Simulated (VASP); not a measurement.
Input of a VASP 6.6.1 run:

File INCAR:

```
SYSTEM = TiB4
  ALGO = Normal
  EDIFF = 1E-6
  EDIFFG = -0.04
  ENCUT = 600
  GGA = PE
  IBRION = 2
  ISIF = 3
  ISMEAR = 0
  LASPH = .TRUE.
  LCHARG = .FALSE.
  LREAL = .FALSE.
  LWAVE = .FALSE.
  NELM = 80
  NSW = 90
  PREC = Accurate
  SIGMA = 0.1
```

File KPOINTS:

```
k-points
0
G
  6 6 4
  0 0 0
```

POSCAR

```
TiB4
1.0
    3.0158757058      0.0000000000      0.0000000000
    0.0000000000      3.2351225828      0.0000000000
    0.0000000000      0.0000000000      5.0733740592
Ti B
1 4
Direct
    0.0000000000      0.5000000000      0.0000000000
    0.5000000000      0.0000000000      0.8260471711
    0.0000000000      0.0000000000      0.3369555177
    0.0000000000      0.0000000000      0.6630444823
    0.5000000000      0.0000000000      0.1739528289
```

Potentials or basis: VASP PAW PBE potentials, release 64 (Ti_sv, B).

Command:

```sh
$ cat potpaw_PBE.64/Ti_sv/POTCAR potpaw_PBE.64/B/POTCAR > POTCAR
$ mpirun -np 1 vasp_std > vasp.out
```

Q: Predict the relaxed cell.

A: a = 3.010 Å, b = 3.222 Å, c = 5.102 Å, α = 90.00°, β = 90.00°, γ = 90.00°.

Q: Predict the relaxed volume.

A: 9.90 Å³/atom.

Q: Predict the band gap on the k mesh.

A: Zero (band 12 reaches 6.28 eV, above the bottom of band 13 at 3.75 eV).

Q: Estimate the space group after relaxing (to 0.05 Å).

A: Pmmm (No. 47).

Stress tensor (GPa, compression positive):
```
 0.11  0.00  0.00
 0.00 -0.58  0.00
 0.00  0.00  0.03
```
